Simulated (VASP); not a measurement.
Y, 1 atom in the cell. Symmetry: Pm-3m, No. 221, cubic system. Conventional cell: a = 3.158 Å, b = 3.158 Å, c = 3.158 Å, α = 90.00°, β = 90.00°, γ = 90.00°. Y (site symmetry m-3m) has 6 Y at 3.16 Å within 4.2 Å. This isn't the form of Y at room conditions, which is hcp.

* Program: VASP 6.6.1
* Task: single point
* Functional: PBEsol
* Potentials or basis: VASP PAW PBE potentials, release 64 (Y_sv)
* Cutoff: 520 eV
* k mesh: 11 × 11 × 11
* Occupations: fermi-dirac, width 0.1 eV
* Spin: no spin polarisation
* Dipole correction: no
* Further INCAR settings: ALGO = Normal; EDIFF = 1e-06; NBANDS = 12

Potentials or basis: VASP PAW PBE potentials, release 64 (Y_sv).

Command:

```bash
$ cat potpaw_PBE.64/Y_sv/POTCAR > POTCAR
$ mpirun -np 1 vasp_std > vasp.out
```

Hardware: 1 thread of Intel(R) Xeon(R) 6975P-C (Granite Rapids), with other jobs on the host.

Estimate the wall time of this run.

It took 6.1 s on 1 thread of Intel(R) Xeon(R) 6975P-C (Granite Rapids), with other jobs on the host, peak memory 0.16 GiB. Counts: scf iterations 12, k points 56.
